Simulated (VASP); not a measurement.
# MoS2 (P6_3/mmc) in VASP: notebook

MoS2 is run at these levels: r2SCAN; tasks: single point.

Program: VASP 6.6.1. These are calculated values, not measurements. Logs are shortened: lines on timing, memory, paths and dates and some standing lists are left out, and cuts for length are marked.

## Step 1: The cell of the first run

The structure is hexagonal, space group P6_3/mmc (No. 194). The conventional cell has a = 3.192 Å, b = 3.192 Å, c = 13.378 Å, α = 90.00°, β = 90.00°, γ = 120.00°. Mo (site symmetry -6m2) has 6 S at 2.42 Å and 6 Mo at 3.19 Å within 3.2 Å. S (site symmetry 3m) has 3 Mo at 2.42 Å and 7 S at 3.13 to 3.19 Å within 3.2 Å.

## Step 2: Single point, r2SCAN

POSCAR reads:

```
MoS2
1.0
    3.1922379100      0.0000000000      0.0000000000
   -1.5961189600      2.7645591300      0.0000000000
    0.0000000000      0.0000000000     13.3782940000
Mo S
2 4
Direct
    0.6666666700      0.3333333300      0.2500000000
    0.3333333300      0.6666666700      0.7500000000
    0.6666666700      0.3333333300      0.6330820000
    0.3333333300      0.6666666700      0.3669180000
    0.6666666700      0.3333333300      0.8669180000
    0.3333333300      0.6666666700      0.1330820000
```

INCAR.step1 reads:

```
PREC = Accurate
ENCUT = 520
ISMEAR = 0
SIGMA = 0.1
LREAL = False
LASPH = True
NELM = 100
NBANDS = 35
GGA = PE
ALGO = Normal
EDIFF = 1E-4
LWAVE = True
LCHARG = False
```

INCAR.step2 reads:

```
PREC = Accurate
ENCUT = 520
EDIFF = 1E-6
ISMEAR = 0
SIGMA = 0.1
LREAL = False
LASPH = True
NELM = 100
ALGO = Normal
ISIF = 2
LWAVE = False
LCHARG = False
METAGGA = R2SCAN
LMIXTAU = True
NBANDS = 35
ISTART = 1
```

KPOINTS reads:

```
regular mesh
0
Gamma
  6 6 2
```

Potentials or basis: VASP PAW PBE potentials, release 64 (Mo_sv, S).

Started as:

```sh
cat potpaw_PBE.64/Mo_sv/POTCAR potpaw_PBE.64/S/POTCAR > POTCAR
cp INCAR.step1 INCAR
mpirun -np 1 vasp_std > vasp.out
cp INCAR.step2 INCAR
mpirun -np 1 vasp_std > vasp.out
```

OUTCAR:

```text
PREC = Accurate
   ENCUT = 520
   EDIFF = 1E-6
   ISMEAR = 0
   LREAL = False
   LASPH = True
   NELM = 100
   ISIF = 2
   METAGGA = R2SCAN
   ISTART = 1

 ion  position               nearest neighbor table
   1  0.667  0.333  0.250-   4 2.42   6 2.42   4 2.42   6 2.42   4 2.42   6 2.42
   2  0.333  0.667  0.750-   3 2.42   5 2.42   3 2.42   5 2.42   3 2.42   5 2.42
   3  0.667  0.333  0.633-   2 2.42   2 2.42   2 2.42
   4  0.333  0.667  0.367-   1 2.42   1 2.42   1 2.42
   5  0.667  0.333  0.867-   2 2.42   2 2.42   2 2.42
   6  0.333  0.667  0.133-   1 2.42   1 2.42   1 2.42

  LATTYP: Found a hexagonal cell.
 ALAT       =     3.1922379100
 C/A-ratio  =     4.1908825022

  Lattice vectors:

 A1 = (   3.1922379100,   0.0000000000,   0.0000000000)
 A2 = (  -1.5961189600,   2.7645591300,   0.0000000000)
 A3 = (   0.0000000000,   0.0000000000,  13.3782940000)

Analysis of symmetry for initial positions (statically):
=====================================================================
 Subroutine PRICEL returns:
 Original cell was already a primitive cell.

 Routine SETGRP: Setting up the symmetry group for a
 hexagonal supercell.

 Subroutine GETGRP returns: Found 24 space group operations
 (whereof 12 operations were pure point group operations)
 out of a pool of 24 trial point group operations.

The static configuration has the point symmetry D_3d.
 The point group associated with its full space group is D_6h.

Analysis of symmetry for dynamics (positions and initial velocities):
=====================================================================
 Subroutine PRICEL returns:
 Original cell was already a primitive cell.

 Routine SETGRP: Setting up the symmetry group for a
 hexagonal supercell.

 Subroutine GETGRP returns: Found 24 space group operations
 (whereof 12 operations were pure point group operations)
 out of a pool of 24 trial point group operations.

The dynamic configuration has the point symmetry D_3d.
 The point group associated with its full space group is D_6h.

 Subroutine INISYM returns: Found 24 space group operations
 (whereof 12 operations are pure point group operations),
 and found     1 'primitive' translations

----------------------------------------------------------------------------------------

                                     Primitive cell

  volume of cell :     118.0652

  direct lattice vectors                    reciprocal lattice vectors
     3.192237910  0.000000000  0.000000000     0.313259860  0.180860665  0.000000000
    -1.596118960  2.764559130  0.000000000     0.000000000  0.361721328  0.000000000
     0.000000000  0.000000000 13.378294000     0.000000000  0.000000000  0.074747946

  length of vectors
     3.192237910  3.192237917 13.378294000     0.361721329  0.361721328  0.074747946

  position of ions in fractional coordinates (direct lattice)
     0.666666670  0.333333330  0.250000000
     0.333333330  0.666666670  0.750000000
     0.666666670  0.333333330  0.633082000
     0.333333330  0.666666670  0.366918000
     0.666666670  0.333333330  0.866918000
     0.333333330  0.666666670  0.133082000

  ion indices of the primitive-cell ions
   primitive index   ion index
                 1           1
                 2           2
                 3           3
                 4           4
                 5           5
                 6           6

----------------------------------------------------------------------------------------

 KPOINTS: regular mesh

Automatic generation of k-mesh.
 Grid dimensions read from file:
 generate k-points for:    6    6    2

 Generating k-lattice:

  Cartesian coordinates                     Fractional coordinates (reciprocal lattice)
     0.052209977  0.030143444  0.000000000     0.166666667  0.000000000  0.000000000
     0.000000000  0.060286888  0.000000000     0.000000000  0.166666667  0.000000000
     0.000000000  0.000000000  0.037373973     0.000000000  0.000000000  0.500000000

  Length of vectors
     0.060286888  0.060286888  0.037373973

  Shift w.r.t. Gamma in fractional coordinates (k-lattice)
     0.000000000  0.000000000  0.000000000

 Subroutine IBZKPT returns following result:
 ===========================================

 Found     14 irreducible k-points:

 Following reciprocal coordinates:
            Coordinates               Weight
  0.000000  0.000000  0.000000      1.000000
  0.166667  0.000000  0.000000      6.000000
  0.333333  0.000000  0.000000      6.000000
  0.500000  0.000000  0.000000      3.000000
  0.166667  0.166667  0.000000      6.000000
  0.333333  0.166667  0.000000     12.000000
  0.333333  0.333333  0.000000      2.000000
  0.000000  0.000000  0.500000      1.000000
  0.166667  0.000000  0.500000      6.000000
  0.333333  0.000000  0.500000      6.000000
  0.500000  0.000000  0.500000      3.000000
  0.166667  0.166667  0.500000      6.000000
  0.333333  0.166667  0.500000     12.000000
  0.333333  0.333333  0.500000      2.000000
   k-points           NKPTS =     14   k-points in BZ     NKDIM =     14   number of bands    NBANDS=     35
   number of dos      NEDOS =    301   number of ions     NIONS =      6
   total plane-waves  NPLWV =  57600
   dimension x,y,z NGX =    24 NGY =   24 NGZ =  100
   dimension x,y,z NGXF=    48 NGYF=   48 NGZF=  200
   ions per type =               2   4
   NGX,Y,Z   is equivalent  to a cutoff of  12.50, 12.50, 12.43 a.u.
   NGXF,Y,Z  is equivalent  to a cutoff of  25.00, 25.00, 24.85 a.u.
 SYSTEM =  unknown system
   PREC   = accura    normal or accurate (medium, high low for compatibility)
   ISTART =      1    job   : 0-new  1-cont  2-samecut
   ICHARG =      0    charge: 1-file 2-atom 10-const
   ISPIN  =      1    spin polarized calculation?
   LNONCOLLINEAR =      F non collinear calculations
   LSORBIT =      F    spin-orbit coupling
   LASPH  =      T    aspherical Exc in radial PAW
   ENCUT  =  520.0 eV  38.22 Ry    6.18 a.u.   5.94  5.94 24.87*2*pi/ulx,y,z
   NELM   =    100;   NELMIN=  2; NELMDL=  0     # of ELM steps
   EDIFF  = 0.1E-05   stopping-criterion for ELM
   LREAL  =      F    real-space projection
   EDIFFG = 0.1E-04   stopping-criterion for IOM
   NSW    =      0    number of steps for IOM
   IBRION =     -1    ionic relax: 0-MD 1-quasi-New 2-CG
   NFREE  =      0    steps in history (QN), initial steepest desc. (CG)
   ISIF   =      2    stress and relaxation
   ISYM   =      2    0-nonsym 1-usesym 2-fastsym
   POTIM  = 0.5000    time-step for ionic-motion
   TEBEG  =    0.0;   TEEND  =   0.0 temperature during run
   PSTRESS=    0.0 pullay stress
   NELECT =      52.0000    total number of electrons
   NUPDOWN=      -1.0000    fix difference up-down
   EMIN   =  10.00;   EMAX   =-10.00  energy-range for DOS
   EFERMI =   0.00;   METHOD = LEGACY
   ISMEAR =     0;   SIGMA  =   0.10  broadening in eV -4-tet -1-fermi 0-gaus
   EFERMI_NEDOS =   21; number of points for ismear=-14 and -15
   IALGO  =     38    algorithm
   IMIX   =      4    mixing-type and parameters
     AMIX     =   0.40;   BMIX     =  1.00
     AMIX_MAG =   1.60;   BMIX_MAG =  1.00
  volume/ion in A,a.u.               =      19.68       132.79
  Fermi-wavevector in a.u.,A,eV,Ry     =   1.245571  2.353789 21.108736  1.551448
  Thomas-Fermi vector in A             =   2.379788
   LORBIT       =      0    0 simple, 1 ext, 2 COOP (PROOUT), +10 PAW based schemes
   METAGGA = R2SCAN    functional components
   LHFCALC =     F    Hartree Fock is set to
   AEXX    =    0.0000 exact exchange contribution
   IVDW    =     0    specifies the selected vdW correction
   LEPSILON=     F    determine dielectric tensor
   LRPA    =     F    only Hartree local field effects (RPA)
 non-spin polarized calculation
 Gauss-broadening in eV      SIGMA  =   0.10
  energy-cutoff  :      520.00
  volume of cell :      118.07
 maximum number of plane-waves:      3204
 NGX is ok and might be reduce to    24
   NGX = 11   NGY = 11   NGZ = 49

 number of electron      52.0000003 magnetization

 Free energy of the ion-electron system (eV)
  ---------------------------------------------------
  ext. energy  EPLUGINS =         0.00000000
  ---------------------------------------------------
  free energy    TOTEN  =       -90.07097728 eV

  energy without entropy =      -90.07097728  energy(sigma->0) =      -90.07097728

 E-fermi :   6.5076     XC(G=0): -10.8031

 val. band max:        5.9489103691   @ k =   0.0000   0.0000   0.0000
 cond. band min:       7.2471012494   @ k =   0.3333   0.3333   0.0000
 fundamental gap:      1.2981908804
 Fermi energy:         6.5076334726

 k-point     1 :       0.0000    0.0000    0.0000
  band No.  band energies     occupation
      1     -57.3247      2.00000
      2     -57.3247      2.00000
      3     -30.7287      2.00000
      4     -30.7287      2.00000
      5     -30.5246      2.00000
      6     -30.5246      2.00000
[... 27 lines left out ...]
     34       8.6645      0.00000
     35      12.0942      0.00000

 k-point     2 :       0.1667    0.0000    0.0000
  band No.  band energies     occupation
      1     -57.3148      2.00000
      2     -57.3148      2.00000
      3     -30.7090      2.00000
      4     -30.7090      2.00000
      5     -30.6227      2.00000
      6     -30.6227      2.00000
[... 27 lines left out ...]
     34       9.0378      0.00000
     35      13.4275      0.00000

 k-point     3 :       0.3333    0.0000    0.0000
  band No.  band energies     occupation
      1     -57.2950      2.00000
      2     -57.2950      2.00000
      3     -30.8147      2.00000
      4     -30.8146      2.00000
      5     -30.6694      2.00000
      6     -30.6694      2.00000
[... 27 lines left out ...]
     34       9.8329      0.00000
     35      13.3874      0.00000
[... 343 lines left out ...]
 k-point    13 :       0.3333    0.1667    0.5000
  band No.  band energies     occupation
      1     -57.2850      2.00000
      2     -57.2850      2.00000
      3     -30.8606      2.00000
      4     -30.8606      2.00000
      5     -30.6632      2.00000
      6     -30.6632      2.00000
[... 27 lines left out ...]
     34      10.1748      0.00000
     35      12.9892      0.00000

 k-point    14 :       0.3333    0.3333    0.5000
  band No.  band energies     occupation
      1     -57.2800      2.00000
      2     -57.2800      2.00000
      3     -30.8140      2.00000
      4     -30.8140      2.00000
      5     -30.7697      2.00000
      6     -30.7697      2.00000
[... 27 lines left out ...]
     34      10.5784      0.00000
     35      13.0622      0.00000

------------------------ aborting loop because EDIFF is reached ----------------------------------------

  FORCE on cell =-STRESS in cart. coord.  units (eV):
  Direction    XX          YY          ZZ          XY          YZ          ZX
  --------------------------------------------------------------------------------------
  -------------------------------------------------------------------------------------
  Total       -1.0036897     -1.0036897     -1.8670076      0.0000000      0.0000000     -0.0000000
  in kB      -13.6203474    -13.6203474    -25.3358108      0.0000000      0.0000000     -0.0000000
  external PRESSURE =     -17.5255019 kB  Pullay stress =       0.0000000 kB

 VOLUME and BASIS-vectors are now :
 -----------------------------------------------------------------------------
  energy-cutoff  :      520.00
  volume of cell :      118.07
      direct lattice vectors                 reciprocal lattice vectors
     3.192237910  0.000000000  0.000000000     0.313259860  0.180860665  0.000000000
    -1.596118960  2.764559130  0.000000000     0.000000000  0.361721328  0.000000000
     0.000000000  0.000000000 13.378294000     0.000000000  0.000000000  0.074747946

 POSITION                                       TOTAL-FORCE (eV/Angst)
 -----------------------------------------------------------------------------------
      1.59612      0.92152      3.34457        -0.000000      0.000000      0.000000
     -0.00000      1.84304     10.03372         0.000000     -0.000000      0.000000
      1.59612      0.92152      8.46956        -0.000000      0.000000      0.246074
     -0.00000      1.84304      4.90874         0.000000     -0.000000     -0.246074
      1.59612      0.92152     11.59788        -0.000000      0.000000     -0.246074
     -0.00000      1.84304      1.78041         0.000000     -0.000000      0.246074
 -----------------------------------------------------------------------------------
    total drift:                               -0.000014      0.000008     -0.000000

  FREE ENERGIE OF THE ION-ELECTRON SYSTEM (eV)
  ---------------------------------------------------
  free  energy   TOTEN  =       -90.0709772837 eV

  energy  without entropy=      -90.0709772837  energy(sigma->0) =      -90.07097728
```

Wall time 2.8 min (1 thread of Intel Xeon 8259CL, shared host); peak memory 0.26 GiB.

Results:

| Property | Result |
| --- | --- |
| Free energy | -90.0710 eV |
| Pressure | -1.8 GPa |
| Largest force | 0.246 eV/Å |
| Band gap on the k mesh | 1.30 eV (least direct gap 1.73 eV) |

Forces on the atoms (eV/Å):
```
Mo   0.000  0.000  0.000
Mo   0.000  0.000  0.000
S    0.000  0.000  0.246
S    0.000  0.000 -0.246
S    0.000  0.000 -0.246
S    0.000  0.000  0.246
```

Caveat: the PAW data sets were made with another functional, which shifts forces and pressure a little. A k mesh can miss the band edges.

## Step 3: Single point, r2SCAN

This run uses another cell than the first one, of 19.01 Å³/atom.

POSCAR reads:

```
MoS2
1.0
    3.1844491086      0.0000000029      0.0000000000
   -1.5922245568      2.7578138237      0.0000000000
    0.0000000000      0.0000000000     12.9905813119
Mo S
2 4
Direct
    0.6666666667      0.3333333333      0.2500000000
    0.3333333333      0.6666666667      0.7500000000
    0.6666666667      0.3333333333      0.6304705299
    0.3333333333      0.6666666667      0.3695294701
    0.6666666667      0.3333333333      0.8695294701
    0.3333333333      0.6666666667      0.1304705299
```

INCAR.step1 reads:

```
PREC = Accurate
ENCUT = 520
ISMEAR = 0
SIGMA = 0.02
LREAL = F
LASPH = T
NELM = 80
NBANDS = 35
GGA = PE
ALGO = Normal
EDIFF = 1E-4
LWAVE = T
LCHARG = F
```

INCAR.step2 reads:

```
PREC = Accurate
ENCUT = 520
EDIFF = 1E-6
ISMEAR = 0
SIGMA = 0.02
LREAL = F
LASPH = T
NELM = 80
ALGO = Normal
ISIF = 2
LWAVE = F
LCHARG = F
METAGGA = R2SCAN
LMIXTAU = T
NBANDS = 35
ISTART = 1
```

KPOINTS reads:

```
regular mesh
0
Gamma
  12 12 2
```

Potentials or basis: VASP PAW PBE potentials, release 64 (Mo_sv, S).

Started as:

```sh
cat potpaw_PBE.64/Mo_sv/POTCAR potpaw_PBE.64/S/POTCAR > POTCAR
cp INCAR.step1 INCAR
mpirun -np 1 vasp_std > vasp.out
cp INCAR.step2 INCAR
mpirun -np 1 vasp_std > vasp.out
```

Wall time 6.6 min (1 thread of Intel Xeon 8259CL, shared host); peak memory 0.31 GiB.

Results (log left out):

```
Free energy            : -90.0851 eV
Pressure               : 0.0 GPa
Band gap on the k mesh : 1.18 eV (least direct gap 1.73 eV)
```

Stress tensor (GPa, compression positive):
```
 0.06  0.00  0.00
 0.00  0.06  0.00
 0.00  0.00 -0.03
```

Levels at points of the mesh, in eV from the valence-band top:
| k point | band 22 | band 23 | band 24 | band 25 | band 26 | band 27 | band 28 | band 29 | band 30 | band 31 |
| --- | --- | --- | --- | --- | --- | --- | --- | --- | --- | --- |
| (0.00, 0.00, 0.00) | -2.21 | -2.21 | -1.54 | -0.89 | 0.00 | 2.37 | 2.37 | 2.38 | 2.38 | 2.59 |
| (0.50, 0.00, 0.00) | -2.50 | -1.73 | -1.64 | -1.25 | -1.19 | 1.80 | 1.82 | 2.26 | 2.42 | 3.35 |
| (0.00, 0.00, 0.50) | -2.22 | -2.22 | -2.22 | -0.28 | -0.28 | 2.37 | 2.37 | 2.37 | 2.37 | 2.63 |
| (0.50, 0.00, 0.50) | -2.57 | -1.68 | -1.68 | -1.22 | -1.22 | 1.81 | 1.81 | 2.34 | 2.34 | 3.62 |

Caveat: the PAW data sets were made with another functional, which shifts forces and pressure a little.
